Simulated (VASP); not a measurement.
# Sn in VASP: settings compared

Sn is run at these levels: HF, LDA; tasks: single point.

Everything below comes from runs of VASP 6.6.1. Logs are shortened: lines on timing, memory, paths and dates and some standing lists are left out, and cuts for length are marked.

### Step 1. The cell of the first run

It takes space group Fd-3m (No. 227, cubic). The conventional cell has a = 6.467 Å, b = 6.467 Å, c = 6.467 Å, α = 90.00°, β = 90.00°, γ = 90.00°. Within 3.7 Å of Sn (site symmetry -43m) lie 4 Sn at 2.80 Å.

This isn't the form of Sn at room conditions, which is tetragonal (white tin).

### Step 2. Single point, HF

POSCAR

```
Sn
1.0
    0.0000000000      3.2333428000      3.2333428000
    3.2333428000      0.0000000000      3.2333428000
    3.2333428000      3.2333428000      0.0000000000
Sn
2
Direct
    0.7500000000      0.7500000000      0.7500000000
    0.5000000000      0.5000000000      0.5000000000
```

INCAR.step1

```
SYSTEM = Sn
ALGO     = Normal         ! electronic algorithm
EDIFF    = 1E-5           ! SCF threshold, eV
ENCUT    = 520            ! plane-wave cutoff, eV
GGA      = PE             ! functional
ISIF     = 2              ! what is computed and relaxed
ISMEAR   = -1             ! smearing method
LASPH    = .True.         ! aspherical terms in the spheres
LCHARG   = .False.        ! write CHGCAR
LREAL    = .False.        ! projectors in reciprocal space
LWAVE    = .True.         ! write WAVECAR
NBANDS   = 21             ! bands
NELM     = 100            ! most SCF steps
PREC     = Accurate       ! precision mode
SIGMA    = 0.05           ! smearing width, eV
```

INCAR.step2

```
SYSTEM = Sn
AEXX     = 1.0            ! exact-exchange fraction
AGGAC    = 0.0          
ALDAC    = 0.0          
ALGO     = Normal         ! electronic algorithm
EDIFF    = 1E-6           ! SCF threshold, eV
ENCUT    = 520            ! plane-wave cutoff, eV
GGA      = PE             ! functional
ISIF     = 2              ! what is computed and relaxed
ISMEAR   = -1             ! smearing method
ISTART   = 1            
LASPH    = .True.         ! aspherical terms in the spheres
LCHARG   = .False.        ! write CHGCAR
LHFCALC  = .True.         ! exact exchange
LREAL    = .False.        ! projectors in reciprocal space
LWAVE    = .False.        ! write WAVECAR
NBANDS   = 21             ! bands
NELM     = 100            ! most SCF steps
PREC     = Accurate       ! precision mode
PRECFOCK = Normal       
SIGMA    = 0.05           ! smearing width, eV
```

KPOINTS

```
k-points
0
Gamma
  4 4 4
  0 0 0
```

Potentials or basis: VASP PAW PBE potentials, release 64 (Sn_d).

Launch:

```bash
$ cat potpaw_PBE.64/Sn_d/POTCAR > POTCAR
$ cp INCAR.step1 INCAR
$ mpirun -np 1 vasp_std > vasp.out
$ cp INCAR.step2 INCAR
$ mpirun -np 1 vasp_std > vasp.out
```

OUTCAR:

```text
SYSTEM = Sn
   AEXX = 1.0
   EDIFF = 1E-6
   ENCUT = 520
   GGA = PE
   ISIF = 2
   ISMEAR = -1
   ISTART = 1
   LASPH = .True.
   LHFCALC = .True.
   LREAL = .False.
   NELM = 100
   PREC = Accurate
   PRECFOCK = Normal

 ion  position               nearest neighbor table
   1  0.750  0.750  0.750-   2 2.80   2 2.80   2 2.80   2 2.80
   2  0.500  0.500  0.500-   1 2.80   1 2.80   1 2.80   1 2.80

  LATTYP: Found a face centered cubic cell.
 ALAT       =     6.4666856000

  Lattice vectors:

 A1 = (   0.0000000000,   3.2333428000,   3.2333428000)
 A2 = (   3.2333428000,   0.0000000000,   3.2333428000)
 A3 = (   3.2333428000,   3.2333428000,   0.0000000000)

Analysis of symmetry for initial positions (statically):
=====================================================================
 Subroutine PRICEL returns:
 Original cell was already a primitive cell.

 Routine SETGRP: Setting up the symmetry group for a
 face centered cubic supercell.

 Subroutine GETGRP returns: Found 48 space group operations
 (whereof 24 operations were pure point group operations)
 out of a pool of 48 trial point group operations.

The static configuration has the point symmetry T_d .
 The point group associated with its full space group is O_h .

Analysis of symmetry for dynamics (positions and initial velocities):
=====================================================================
 Subroutine PRICEL returns:
 Original cell was already a primitive cell.

 Routine SETGRP: Setting up the symmetry group for a
 face centered cubic supercell.

 Subroutine GETGRP returns: Found 48 space group operations
 (whereof 24 operations were pure point group operations)
 out of a pool of 48 trial point group operations.

The dynamic configuration has the point symmetry T_d .
 The point group associated with its full space group is O_h .

 Subroutine INISYM returns: Found 48 space group operations
 (whereof 24 operations are pure point group operations),
 and found     1 'primitive' translations

----------------------------------------------------------------------------------------

                                     Primitive cell

  volume of cell :      67.6060

  direct lattice vectors                    reciprocal lattice vectors
     0.000000000  3.233342800  3.233342800    -0.154638723  0.154638723  0.154638723
     3.233342800  0.000000000  3.233342800     0.154638723 -0.154638723  0.154638723
     3.233342800  3.233342800  0.000000000     0.154638723  0.154638723 -0.154638723

  length of vectors
     4.572637240  4.572637240  4.572637240     0.267842124  0.267842124  0.267842124

  position of ions in fractional coordinates (direct lattice)
     0.750000000  0.750000000  0.750000000
     0.500000000  0.500000000  0.500000000

  ion indices of the primitive-cell ions
   primitive index   ion index
                 1           1
                 2           2

----------------------------------------------------------------------------------------

 KPOINTS: k-points

Automatic generation of k-mesh.
 Grid dimensions read from file:
 generate k-points for:    4    4    4

 Generating k-lattice:

  Cartesian coordinates                     Fractional coordinates (reciprocal lattice)
    -0.038659681  0.038659681  0.038659681     0.250000000  0.000000000  0.000000000
     0.038659681 -0.038659681  0.038659681     0.000000000  0.250000000  0.000000000
     0.038659681  0.038659681 -0.038659681     0.000000000  0.000000000  0.250000000

  Length of vectors
     0.066960531  0.066960531  0.066960531

  Shift w.r.t. Gamma in fractional coordinates (k-lattice)
     0.000000000  0.000000000  0.000000000

 Subroutine IBZKPT returns following result:
 ===========================================

 Found      8 irreducible k-points:

 Following reciprocal coordinates:
            Coordinates               Weight
  0.000000  0.000000  0.000000      1.000000
  0.250000  0.000000  0.000000      8.000000
  0.500000  0.000000  0.000000      4.000000
  0.250000  0.250000  0.000000      6.000000
  0.500000  0.250000  0.000000     24.000000
 -0.250000  0.250000  0.000000     12.000000
  0.500000  0.500000  0.000000      3.000000
 -0.250000  0.500000  0.250000      6.000000
   k-points           NKPTS =      8   k-points in BZ     NKDIM =     64   number of bands    NBANDS=     21
   number of dos      NEDOS =    301   number of ions     NIONS =      2
   total plane-waves  NPLWV =  46656
   dimension x,y,z NGX =    36 NGY =   36 NGZ =   36
   dimension x,y,z NGXF=    72 NGYF=   72 NGZF=   72
   ions per type =               2
   NGX,Y,Z   is equivalent  to a cutoff of  13.09, 13.09, 13.09 a.u.
   NGXF,Y,Z  is equivalent  to a cutoff of  26.18, 26.18, 26.18 a.u.
 SYSTEM =  Sn
   PREC   = accura    normal or accurate (medium, high low for compatibility)
   ISTART =      1    job   : 0-new  1-cont  2-samecut
   ICHARG =      0    charge: 1-file 2-atom 10-const
   ISPIN  =      1    spin polarized calculation?
   LNONCOLLINEAR =      F non collinear calculations
   LSORBIT =      F    spin-orbit coupling
   LASPH  =      T    aspherical Exc in radial PAW
   ENCUT  =  520.0 eV  38.22 Ry    6.18 a.u.   8.50  8.50  8.50*2*pi/ulx,y,z
   NELM   =    100;   NELMIN=  2; NELMDL=  0     # of ELM steps
   EDIFF  = 0.1E-05   stopping-criterion for ELM
   LREAL  =      F    real-space projection
   EDIFFG = 0.1E-04   stopping-criterion for IOM
   NSW    =      0    number of steps for IOM
   IBRION =     -1    ionic relax: 0-MD 1-quasi-New 2-CG
   NFREE  =      0    steps in history (QN), initial steepest desc. (CG)
   ISIF   =      2    stress and relaxation
   ISYM   =      3    0-nonsym 1-usesym 2-fastsym
   POTIM  = 0.5000    time-step for ionic-motion
   TEBEG  =    0.0;   TEEND  =   0.0 temperature during run
   PSTRESS=    0.0 pullay stress
   NELECT =      28.0000    total number of electrons
   NUPDOWN=      -1.0000    fix difference up-down
   EMIN   =  10.00;   EMAX   =-10.00  energy-range for DOS
   EFERMI =   0.00;   METHOD = LEGACY
   ISMEAR =    -1;   SIGMA  =   0.05  broadening in eV -4-tet -1-fermi 0-gaus
   EFERMI_NEDOS =   21; number of points for ismear=-14 and -15
   IALGO  =     38    algorithm
   IMIX   =      1    mixing-type and parameters
     AMIX     =   0.40;   BMIX     =  1.00
     AMIX_MAG =   1.60;   BMIX_MAG =  1.00
  volume/ion in A,a.u.               =      33.80       228.11
  Fermi-wavevector in a.u.,A,eV,Ry     =   1.220298  2.306028 20.260793  1.489126
  Thomas-Fermi vector in A             =   2.355520
   LORBIT       =      0    0 simple, 1 ext, 2 COOP (PROOUT), +10 PAW based schemes
   GGA     = PE    functional components
   LHFCALC =     T    Hartree Fock is set to
   PRECFOCK=normal    Normal, Fast or Accurate (Low or Medium for compatibility)
   ENCUT4O =  -1.0   cutoff for four orbital integrals eV
   NKREDX  =     1    reduce k-point grid by
   NKREDY  =     1    reduce k-point grid by
   NKREDZ  =     1    reduce k-point grid by
   AEXX    =    1.0000 exact exchange contribution
   HFSCREEN=    0.0000 screening length (either q_TF or 0.3 A-1)
   HFSCREENC=   0.0000 screening length for correlation (either q_TF or 0.3 A-1)
   ENCUTFOCK=  -1.0 apply spherical cutoff to Coloumb kernel
   IVDW    =     0    specifies the selected vdW correction
   LEPSILON=     F    determine dielectric tensor
   LRPA    =     F    only Hartree local field effects (RPA)
 non-spin polarized calculation
  energy-cutoff  :      520.00
  volume of cell :       67.61
 maximum number of plane-waves:      1837
 NGX is ok and might be reduce to    36
  NGX = 28; NGY = 28; NGZ = 28

 number of electron      28.0000008 magnetization

 Free energy of the ion-electron system (eV)
  ---------------------------------------------------
  ext. energy  EPLUGINS =         0.00000000
  ---------------------------------------------------
  free energy    TOTEN  =       -15.05227773 eV

  energy without entropy =      -15.05227773  energy(sigma->0) =      -15.05227773

 E-fermi :   5.5709     XC(G=0):   0.0000

 val. band max:        4.4121693655   @ k =   0.0000   0.0000   0.0000
 cond. band min:       9.7838604098   @ k =   0.5000   0.0000   0.0000
 fundamental gap:      5.3716910443
 Fermi energy:         5.5708931267

 k-point     1 :       0.0000    0.0000    0.0000
  band No.  band energies     occupation
      1     -25.4815      2.00000
      2     -25.4815      2.00000
      3     -25.4815      2.00000
      4     -25.4187      2.00000
      5     -25.4187      2.00000
      6     -25.0561      2.00000
[... 13 lines left out ...]
     20      18.5833      0.00000
     21      18.5833      0.00000

 k-point     2 :       0.2500    0.0000    0.0000
  band No.  band energies     occupation
      1     -25.5162      2.00000
      2     -25.5162      2.00000
      3     -25.4702      2.00000
      4     -25.3673      2.00000
      5     -25.3673      2.00000
      6     -25.0894      2.00000
[... 13 lines left out ...]
     20      17.2577      0.00000
     21      17.2577      0.00000

 k-point     3 :       0.5000    0.0000    0.0000
  band No.  band energies     occupation
      1     -25.5294      2.00000
      2     -25.5294      2.00000
      3     -25.4587      2.00000
      4     -25.3434      2.00000
      5     -25.3434      2.00000
      6     -25.0989      2.00000
[... 13 lines left out ...]
     20      20.0313      0.00000
     21      20.0313      0.00000

 k-point     4 :       0.2500    0.2500    0.0000
  band No.  band energies     occupation
      1     -25.5181      2.00000
      2     -25.5181      2.00000
      3     -25.4941      2.00000
      4     -25.3582      2.00000
      5     -25.2929      2.00000
      6     -25.2042      2.00000
[... 13 lines left out ...]
     20      18.9012      0.00000
     21      19.5028      0.00000

 k-point     5 :       0.5000    0.2500    0.0000
  band No.  band energies     occupation
      1     -25.5667      2.00000
      2     -25.5413      2.00000
      3     -25.4202      2.00000
      4     -25.2959      2.00000
      5     -25.2625      2.00000
      6     -25.2310      2.00000
[... 13 lines left out ...]
     20      20.2508      0.00000
     21      20.3305      0.00000

 k-point     6 :      -0.2500    0.2500    0.0000
  band No.  band energies     occupation
      1     -25.5583      2.00000
      2     -25.5443      2.00000
      3     -25.4106      2.00000
      4     -25.3392      2.00000
      5     -25.2892      2.00000
      6     -25.1641      2.00000
[... 13 lines left out ...]
     20      18.7473      0.00000
     21      20.6674      0.00000

 k-point     7 :       0.5000    0.5000    0.0000
  band No.  band energies     occupation
      1     -25.5486      2.00000
      2     -25.5486      2.00000
      3     -25.3934      2.00000
      4     -25.3934      2.00000
      5     -25.2137      2.00000
      6     -25.2137      2.00000
[... 13 lines left out ...]
     20      21.0467      0.00000
     21      21.4362      0.00000

 k-point     8 :      -0.2500    0.5000    0.2500
  band No.  band energies     occupation
      1     -25.5710      2.00000
      2     -25.5710      2.00000
      3     -25.3216      2.00000
      4     -25.3216      2.00000
      5     -25.2270      2.00000
      6     -25.2270      2.00000
[... 13 lines left out ...]
     20      20.6449      0.00000
     21      21.7801      0.00000

------------------------ aborting loop because EDIFF is reached ----------------------------------------

  FORCE on cell =-STRESS in cart. coord.  units (eV):
  Direction    XX          YY          ZZ          XY          YZ          ZX
  --------------------------------------------------------------------------------------
  -------------------------------------------------------------------------------------
  Total        1.4929207      1.4929207      1.4929207      0.0000000      0.0000000      0.0000000
  in kB       35.3803465     35.3803465     35.3803465      0.0000000      0.0000000      0.0000000
  external PRESSURE =      35.3803465 kB  Pullay stress =       0.0000000 kB

 VOLUME and BASIS-vectors are now :
 -----------------------------------------------------------------------------
  energy-cutoff  :      520.00
  volume of cell :       67.61
      direct lattice vectors                 reciprocal lattice vectors
     0.000000000  3.233342800  3.233342800    -0.154638723  0.154638723  0.154638723
     3.233342800  0.000000000  3.233342800     0.154638723 -0.154638723  0.154638723
     3.233342800  3.233342800  0.000000000     0.154638723  0.154638723 -0.154638723

 POSITION                                       TOTAL-FORCE (eV/Angst)
 -----------------------------------------------------------------------------------
      4.85001      4.85001      4.85001        -0.000000     -0.000000     -0.000000
      3.23334      3.23334      3.23334         0.000000      0.000000      0.000000
 -----------------------------------------------------------------------------------
    total drift:                                0.000000     -0.000004      0.000001

  FREE ENERGIE OF THE ION-ELECTRON SYSTEM (eV)
  ---------------------------------------------------
  free  energy   TOTEN  =       -15.0522777325 eV

  energy  without entropy=      -15.0522777325  energy(sigma->0) =      -15.05227773
```

Run time: 45 min. Hardware: 1 thread of Oxide Virtual Turin-like, shared host; peak memory 0.19 GiB.

The run converged, but its numbers aren't listed here, since they failed a check.

Caveat: the k points lie up to 0.42 Å⁻¹ apart; the mesh shows a gap though the element is a metal; the PAW data sets were made with another functional, which shifts forces and pressure a little; spin-orbit coupling is left out, which moves the levels of the heavy elements.

[end of part 1 of 2]
